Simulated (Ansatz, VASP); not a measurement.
**One calculation of PbO, two programs**

```
Pb O
1.0
     3.98040    0.00000    0.00000
     0.00000    3.98040    0.00000
     0.00000    0.00000    5.00091
Pb O
2 2
Cartesian
  0.0000 1.9902 1.1834
  1.9902 0.0000 3.8175
  0.0000 0.0000 0.0000
  1.9902 1.9902 0.0000
```

Alike in both runs: task single point; functional r2SCAN; k mesh 6 × 6 × 6; no spin polarisation.

```csv
,VASP,Ansatz
version,VASP 6.6.1,Ansatz 0.2.0
potentials or method,"VASP PAW PBE potentials, release 64 (Pb_d, O)","plane waves, PAW"
plane-wave cutoff (eV),520,500
occupations,"gaussian, width 0.01 eV",fixed
valence electrons in the cell,40,40
```

|  | VASP | Ansatz | Ansatz less VASP |
| --- | --- | --- | --- |
| gap on the k mesh at the Fermi level (eV) | 1.54 | 1.53 | -0.001 |
| pressure (GPa) | 1.7 | 1.2 | -0.51 |
| traceless stress, the component that is largest in VASP (GPa) | -0.09 | 0.02 | +0.115 |
| rms of the force components (eV/Å) | 0.039 | 0.006 | -0.0324 |

VASP's potentials were made for PBE, not for r2SCAN. Atom by atom the forces differ by 0.045 eV/Å (rms over components).

Spin-orbit coupling is off throughout.
